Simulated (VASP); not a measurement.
Wanted: the native input for a VASP 6.6.1 run.

* Task: electric field gradients
* Functional: LDA
* Potentials or basis: VASP PAW LDA potentials, release 64 (Sn_d)
* Cutoff: 520 eV
* k mesh: 13 × 13 × 13
* Occupations: fermi-dirac, width 0.08 eV
* Spin: no spin polarisation
* Dipole correction: no
* Further INCAR settings: ALGO = Normal; EDIFF = 1e-08; NBANDS = 13

The structure of Sn lies in POSCAR:

```
Sn
1.0
   -1.6912200000      1.9546610000      2.1078700000
    1.6912200000     -1.9546610000      2.1078700000
    1.6912200000      1.9546610000     -2.1078700000
Sn
1
Direct
    0.0000000000      0.0000000000      0.0000000000
```

The input as run:

INCAR

```
PREC = Accurate
ENCUT = 520
EDIFF = 1E-8
ISMEAR = -1
SIGMA = 0.08
LREAL = F
LASPH = T
NELM = 80
ALGO = Normal
ISIF = 2
LWAVE = F
LCHARG = F
LEFG = T
NBANDS = 13
```

KPOINTS

```
Automatic mesh
0
Gamma
  13 13 13
```

Potentials or basis: VASP PAW LDA potentials, release 64 (Sn_d).

Launch:

```bash
$ cat potpaw_LDA.64/Sn_d/POTCAR > POTCAR
$ mpirun -np 1 vasp_std > vasp.out
```

Results of the run:

```yaml
Pressure: -3.9 GPa
Band_gap_on_the_k_mesh: zero (bands 7 and 8 overlap by 8.74 eV)
Largest_electric_field_gradient_by_atom: Sn +9.7 V/Å²
```

Caveat: the cell stands under tension; without QUAD_EFG the Cq values of the log hold for a quadrupole moment of 1 mb, not for the nuclei; spin-orbit coupling is left out, which moves the levels of the heavy elements.

It took 47 s on 1 thread of Intel(R) Xeon(R) 6975P-C (Granite Rapids), on a shared host, peak memory 0.22 GiB.
